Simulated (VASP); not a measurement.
# HfN (F222) in VASP: single point with PBEsol

Aim: the single point of HfN with PBEsol.

Program: VASP 6.6.1. These are calculated values, not measurements. Logs are shortened: lines on timing, memory, paths and dates and some standing lists are left out, and cuts for length are marked.

### Step 1. The cell of the first run

The structure is orthorhombic, space group F222 (No. 22). Conventional cell: a = 4.848 Å, b = 4.910 Å, c = 4.971 Å, α = 90.00°, β = 90.00°, γ = 90.00°. Hf (site symmetry 222) has 4 N at 2.13 Å within 2.8 Å. Within 2.8 Å of N (site symmetry 222) lie 4 Hf at 2.13 Å.

### Step 2. Single point, PBEsol (strain +0.0125 x Voigt [1, -1, 0, 0, 0, 0])

Contents of INCAR:

```
PREC = Accurate ; ENCUT = 520
EDIFF = 1E-6 ; ISMEAR = 0
SIGMA = 0.15 ; LREAL = F
LASPH = T ; NELM = 60
ALGO = Normal ; ISIF = 2
LWAVE = F ; LCHARG = F
GGA = PS ; NBANDS = 14
```

Contents of KPOINTS:

```
regular mesh
0
Gamma
  16 16 16
```

Contents of POSCAR:

```
HfN
1.0
    0.0000000000      2.4241367250      2.4548220000
    2.4855072750      0.0000000000      2.4548220000
    2.4855072750      2.4241367250      0.0000000000
Hf N
1 1
Direct
    0.0000000000      0.0000000000      0.0000000000
    0.7500000000      0.7500000000      0.7500000000
```

Potentials or basis: VASP PAW PBE potentials, release 64 (Hf_pv, N).

The run is started by

```sh
$ cat potpaw_PBE.64/Hf_pv/POTCAR potpaw_PBE.64/N/POTCAR > POTCAR
$ mpirun -np 1 vasp_std > vasp.out
```

OUTCAR:

```text
PREC = Accurate
   ENCUT = 520
   EDIFF = 1E-6
   ISMEAR = 0
   LREAL = F
   LASPH = T
   NELM = 60
   ISIF = 2
   GGA = PS

 ion  position               nearest neighbor table
   1  0.000  0.000  0.000-   2 2.13   2 2.13   2 2.13   2 2.13
   2  0.750  0.750  0.750-   1 2.13   1 2.13   1 2.13   1 2.13

  LATTYP: Found a face centered orthorhombic cell.
 ALAT       =     4.8482734500
 B/A-ratio  =     1.0126582278
 C/A-ratio  =     1.0253164557

  Lattice vectors:

 A1 = (  -2.4855072750,   0.0000000000,  -2.4548220000)
 A2 = (  -2.4855072750,   2.4241367250,   0.0000000000)
 A3 = (   0.0000000000,   2.4241367250,  -2.4548220000)

Analysis of symmetry for initial positions (statically):
=====================================================================
 Subroutine PRICEL returns:
 Original cell was already a primitive cell.

 Routine SETGRP: Setting up the symmetry group for a
 face centered orthorhombic supercell.

 Subroutine GETGRP returns: Found  4 space group operations
 (whereof  4 operations were pure point group operations)
 out of a pool of  8 trial point group operations.

The static configuration has the point symmetry D_2 .

Analysis of symmetry for dynamics (positions and initial velocities):
=====================================================================
 Subroutine PRICEL returns:
 Original cell was already a primitive cell.

 Routine SETGRP: Setting up the symmetry group for a
 face centered orthorhombic supercell.

 Subroutine GETGRP returns: Found  4 space group operations
 (whereof  4 operations were pure point group operations)
 out of a pool of  8 trial point group operations.

The dynamic configuration has the point symmetry D_2 .

 Subroutine INISYM returns: Found  4 space group operations
 (whereof  4 operations are pure point group operations),
 and found     1 'primitive' translations

----------------------------------------------------------------------------------------

                                     Primitive cell

  volume of cell :      29.5816

  direct lattice vectors                    reciprocal lattice vectors
     0.000000000  2.424136725  2.454822000    -0.201166178  0.206258993  0.203680756
     2.485507275  0.000000000  2.454822000     0.201166178 -0.206258993  0.203680756
     2.485507275  2.424136725  0.000000000     0.201166178  0.206258993 -0.203680756

  length of vectors
     3.450013031  3.493407715  3.471913777     0.352840550  0.352840550  0.352840550

  position of ions in fractional coordinates (direct lattice)
     0.000000000  0.000000000  0.000000000
     0.750000000  0.750000000  0.750000000

  ion indices of the primitive-cell ions
   primitive index   ion index
                 1           1
                 2           2

----------------------------------------------------------------------------------------

 KPOINTS: regular mesh

Automatic generation of k-mesh.
 Grid dimensions read from file:
 generate k-points for:   16   16   16

 Generating k-lattice:

  Cartesian coordinates                     Fractional coordinates (reciprocal lattice)
    -0.012572886  0.012891187  0.012730047     0.062500000  0.000000000 -0.000000000
     0.012572886 -0.012891187  0.012730047     0.000000000  0.062500000  0.000000000
     0.012572886  0.012891187 -0.012730047    -0.000000000  0.000000000  0.062500000

  Length of vectors
     0.022052534  0.022052534  0.022052534

  Shift w.r.t. Gamma in fractional coordinates (k-lattice)
     0.000000000  0.000000000  0.000000000

 Subroutine IBZKPT returns following result:
 ===========================================

 Found    621 irreducible k-points:

 Following reciprocal coordinates:
            Coordinates               Weight
  0.000000  0.000000  0.000000      1.000000
  0.062500  0.000000  0.000000      8.000000
  0.125000  0.000000  0.000000      8.000000
  0.187500 -0.000000  0.000000      8.000000
  0.250000  0.000000  0.000000      8.000000
  0.312500 -0.000000 -0.000000      8.000000
[... 16 lines left out ...]
 -0.125000  0.062500 -0.000000      8.000000
 -0.062500  0.062500 -0.000000      4.000000
 [... further k-points ...]
   k-points           NKPTS =    621   k-points in BZ     NKDIM =    621   number of bands    NBANDS=     14
   number of dos      NEDOS =    301   number of ions     NIONS =      2
   total plane-waves  NPLWV =  21952
   dimension x,y,z NGX =    28 NGY =   28 NGZ =   28
   dimension x,y,z NGXF=    56 NGYF=   56 NGZF=   56
   ions per type =               1   1
   NGX,Y,Z   is equivalent  to a cutoff of  13.49, 13.32, 13.41 a.u.
   NGXF,Y,Z  is equivalent  to a cutoff of  26.98, 26.65, 26.81 a.u.
 SYSTEM =  unknown system
   PREC   = accura    normal or accurate (medium, high low for compatibility)
   ISTART =      0    job   : 0-new  1-cont  2-samecut
   ICHARG =      2    charge: 1-file 2-atom 10-const
   ISPIN  =      1    spin polarized calculation?
   LNONCOLLINEAR =      F non collinear calculations
   LSORBIT =      F    spin-orbit coupling
   LASPH  =      T    aspherical Exc in radial PAW
   ENCUT  =  520.0 eV  38.22 Ry    6.18 a.u.   6.41  6.50  6.46*2*pi/ulx,y,z
   NELM   =     60;   NELMIN=  2; NELMDL= -5     # of ELM steps
   EDIFF  = 0.1E-05   stopping-criterion for ELM
   LREAL  =      F    real-space projection
   EDIFFG = 0.1E-04   stopping-criterion for IOM
   NSW    =      0    number of steps for IOM
   IBRION =     -1    ionic relax: 0-MD 1-quasi-New 2-CG
   NFREE  =      0    steps in history (QN), initial steepest desc. (CG)
   ISIF   =      2    stress and relaxation
   ISYM   =      2    0-nonsym 1-usesym 2-fastsym
   POTIM  = 0.5000    time-step for ionic-motion
   TEBEG  =    0.0;   TEEND  =   0.0 temperature during run
   PSTRESS=    0.0 pullay stress
   NELECT =      15.0000    total number of electrons
   NUPDOWN=      -1.0000    fix difference up-down
   EMIN   =  10.00;   EMAX   =-10.00  energy-range for DOS
   EFERMI =   0.00;   METHOD = LEGACY
   ISMEAR =     0;   SIGMA  =   0.15  broadening in eV -4-tet -1-fermi 0-gaus
   EFERMI_NEDOS =   21; number of points for ismear=-14 and -15
   IALGO  =     38    algorithm
   IMIX   =      4    mixing-type and parameters
     AMIX     =   0.40;   BMIX     =  1.00
     AMIX_MAG =   1.60;   BMIX_MAG =  1.00
  volume/ion in A,a.u.               =      14.79        99.81
  Fermi-wavevector in a.u.,A,eV,Ry     =   1.305463  2.466967 23.187503  1.704233
  Thomas-Fermi vector in A             =   2.436330
   LORBIT       =      0    0 simple, 1 ext, 2 COOP (PROOUT), +10 PAW based schemes
   GGA     = PS    functional components
   LHFCALC =     F    Hartree Fock is set to
   AEXX    =    0.0000 exact exchange contribution
   IVDW    =     0    specifies the selected vdW correction
   LEPSILON=     F    determine dielectric tensor
   LRPA    =     F    only Hartree local field effects (RPA)
 non-spin polarized calculation
 Gauss-broadening in eV      SIGMA  =   0.15
  energy-cutoff  :      520.00
  volume of cell :       29.58
 maximum number of plane-waves:       819
 NGX is ok and might be reduce to    28
   NGX = 13   NGY = 13   NGZ = 13

 number of electron      15.0000001 magnetization

 Free energy of the ion-electron system (eV)
  ---------------------------------------------------
  ext. energy  EPLUGINS =         0.00000000
  ---------------------------------------------------
  free energy    TOTEN  =       -22.25175137 eV

  energy without entropy =      -22.24432286  energy(sigma->0) =      -22.24803712

 E-fermi :   5.6041     XC(G=0): -11.3978

 val. band max:        5.6040255809   @ k =  -0.1250   0.1875   0.1875
 cond. band min:       5.6095376903   @ k =   0.2500  -0.0625   0.1875
 fundamental gap:      0.0055121094
 Fermi energy:         5.6040576105

 k-point     1 :       0.0000    0.0000    0.0000
  band No.  band energies     occupation
      1     -25.4552      2.00000
      2     -25.4528      2.00000
      3     -25.4516      2.00000
      4     -10.4966      2.00000
      5       0.1189      2.00000
      6       0.1547      2.00000
      7       0.1878      2.00000
      8       4.8697      2.00000
      9       7.6692      0.00000
     10       7.9429      0.00000
     11      11.9851      0.00000
     12      12.1883      0.00000
     13      12.3879      0.00000
     14      18.0175      0.00000

 k-point     2 :       0.0625    0.0000    0.0000
  band No.  band energies     occupation
      1     -25.4724      2.00000
      2     -25.4563      2.00000
      3     -25.4547      2.00000
      4     -10.4490      2.00000
      5       0.0531      2.00000
      6       0.1654      2.00000
      7       0.2060      2.00000
      8       5.0901      2.00000
      9       7.6047      0.00000
     10       7.8672      0.00000
     11      11.9843      0.00000
     12      12.2294      0.00000
     13      12.4370      0.00000
     14      17.8975      0.00000

 k-point     3 :       0.1250    0.0000    0.0000
  band No.  band energies     occupation
      1     -25.5260      2.00000
      2     -25.4627      2.00000
      3     -25.4622      2.00000
      4     -10.3154      2.00000
      5      -0.1572      2.00000
      6       0.2408      2.00000
      7       0.2876      2.00000
      8       5.6621      0.58437
      9       7.4622      0.00000
     10       7.6950      0.00000
     11      11.7733      0.00000
     12      12.4169      0.00000
     13      12.6125      0.00000
     14      16.7859      0.00000
[... 324 lines left out ...]
 k-point    23 :      -0.1250    0.0625   -0.0000
  band No.  band energies     occupation
      1     -25.5585      2.00000
      2     -25.4786      2.00000
      3     -25.4629      2.00000
      4     -10.2187      2.00000
      5      -0.2911      2.00000
      6       0.2952      2.00000
      7       0.3653      2.00000
      8       6.0438      0.00003
      9       7.2320      0.00000
     10       7.7410      0.00000
     11      11.7020      0.00000
     12      12.3654      0.00000
     13      12.7768      0.00000
     14      16.2984      0.00000

 k-point    24 :      -0.0625    0.0625   -0.0000
  band No.  band energies     occupation
      1     -25.4995      2.00000
      2     -25.4654      2.00000
      3     -25.4569      2.00000
      4     -10.3728      2.00000
      5      -0.0869      2.00000
      6       0.2149      2.00000
      7       0.2583      2.00000
      8       5.4253      1.90807
      9       7.4492      0.00000
     10       7.8247      0.00000
     11      11.9506      0.00000
     12      12.2480      0.00000
     13      12.5623      0.00000
     14      17.4618      0.00000

 [... further k-points ...]

------------------------ aborting loop because EDIFF is reached ----------------------------------------

  FORCE on cell =-STRESS in cart. coord.  units (eV):
  Direction    XX          YY          ZZ          XY          YZ          ZX
  --------------------------------------------------------------------------------------
  -------------------------------------------------------------------------------------
  Total       -1.4489805     -0.7458903     -1.0780202      0.0000000      0.0000000      0.0000000
  in kB      -78.4785500    -40.3983287    -58.3868881      0.0000000      0.0000000      0.0000000
  external PRESSURE =     -59.0879223 kB  Pullay stress =       0.0000000 kB

 VOLUME and BASIS-vectors are now :
 -----------------------------------------------------------------------------
  energy-cutoff  :      520.00
  volume of cell :       29.58
      direct lattice vectors                 reciprocal lattice vectors
     0.000000000  2.424136725  2.454822000    -0.201166178  0.206258993  0.203680756
     2.485507275  0.000000000  2.454822000     0.201166178 -0.206258993  0.203680756
     2.485507275  2.424136725  0.000000000     0.201166178  0.206258993 -0.203680756

 POSITION                                       TOTAL-FORCE (eV/Angst)
 -----------------------------------------------------------------------------------
      0.00000      0.00000      0.00000         0.000000     -0.000000      0.000000
      3.72826      3.63621      3.68223        -0.000000      0.000000     -0.000000
 -----------------------------------------------------------------------------------
    total drift:                                0.000000      0.000000      0.000000

  FREE ENERGIE OF THE ION-ELECTRON SYSTEM (eV)
  ---------------------------------------------------
  free  energy   TOTEN  =       -22.2517513683 eV

  energy  without entropy=      -22.2443228633  energy(sigma->0) =      -22.24803712
```

It took 2.2 min on 1 thread of Intel Xeon Platinum 8488C (Sapphire Rapids), shared host; peak memory 0.38 GiB.

What came out:

- Free energy: -22.2518 eV
- Pressure: -5.9 GPa

Levels at points of the mesh, in eV from the Fermi level:
| k point | band 5 | band 6 | band 7 | band 8 | band 9 | band 10 | band 11 | band 12 |
| --- | --- | --- | --- | --- | --- | --- | --- | --- |
| (0.00, 0.00, 0.00) | -5.49 | -5.45 | -5.42 | -0.73 | 2.07 | 2.34 | 6.38 | 6.58 |
| (0.50, 0.00, 0.00) | -5.73 | -4.92 | -4.81 | 1.54 | 2.69 | 2.72 | 4.16 | 5.25 |
| (0.50, 0.50, 0.00) | -6.93 | -3.64 | -3.56 | -1.14 | 2.12 | 4.03 | 4.62 | 4.68 |
| (0.50, 0.00, 0.50) | -6.90 | -3.65 | -3.61 | -1.06 | 2.16 | 4.00 | 4.64 | 4.67 |
| (0.00, 0.50, 0.50) | -6.95 | -3.58 | -3.54 | -1.22 | 2.10 | 4.02 | 4.63 | 4.65 |

Caveat: the cell differs from its parent crystal (strain +0.0125 x Voigt [1, -1, 0, 0, 0, 0]); the PAW data sets were made with another functional, which shifts forces and pressure a little; spin-orbit coupling is left out, which moves the levels of the heavy elements.
